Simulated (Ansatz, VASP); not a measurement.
**TiNbTe3 in VASP and in Ansatz**

```xyz
10
Lattice="6.9109 0.0000 0.0000 -3.4554 5.9850 0.0000 0.0000 0.0000 6.0818" Properties=species:S:1:pos:R:3 pbc="T T T"
Ti    3.4554    1.9950    3.0409
Ti    0.0000    3.9900    3.0409
Nb    3.4554    1.9950    0.0000
Nb    0.0000    3.9900    0.0000
Te   -2.4024    4.1610    4.5438
Te    2.1061    0.0000    1.5381
Te    2.4024    4.1610    1.5381
Te    1.0531    1.8240    4.5438
Te   -1.0531    1.8240    1.5381
Te    4.8047    0.0000    4.5438
```

Change from the starting cell: built by hand: vacancy-ordered NiAs, eclipsed honeycombs (P-31m, No. 162).

Alike in both runs: task single point; functional PBE; k mesh 3 × 3 × 4; occupations gaussian, width 0.1 eV; collinear spin.

|  | VASP | Ansatz |
| --- | --- | --- |
| version | VASP 6.6.1 | Ansatz 0.2.0 |
| potentials or method | VASP PAW PBE potentials, release 64 (Ti_sv, Nb_sv, Te), cutoff 500 eV | scalar-relativistic, plane waves, PAW |
| valence electrons in the cell | 86 | 146 |

Ansatz gave:

```
gap on the k mesh at the Fermi level (eV)                     : none
pressure (GPa)                                                : -0.2
traceless stress, the component that is largest in VASP (GPa) : 0.62
rms of the force components (eV/Å)                            : 0.039
net moment per atom (μB)                                      : 0.00
```

Question: Estimate VASP's values.

Answer: gap on the k mesh at the Fermi level (eV): none; pressure (GPa): -0.2; traceless stress, the component that is largest in VASP (GPa): 0.62; rms of the force components (eV/Å): 0.037; net moment per atom (μB): 0.00.

Atom by atom the forces differ by 0.004 eV/Å (rms over components). A gap of «none» marks a metal or a gap that the smearing closes. VASP's potentials hold 86 valence electrons a cell and Ansatz's 146, so a difference there can come from the potentials and not from the codes. Ansatz's warnings: seeded moment not kept.

Spin-orbit coupling is off throughout.
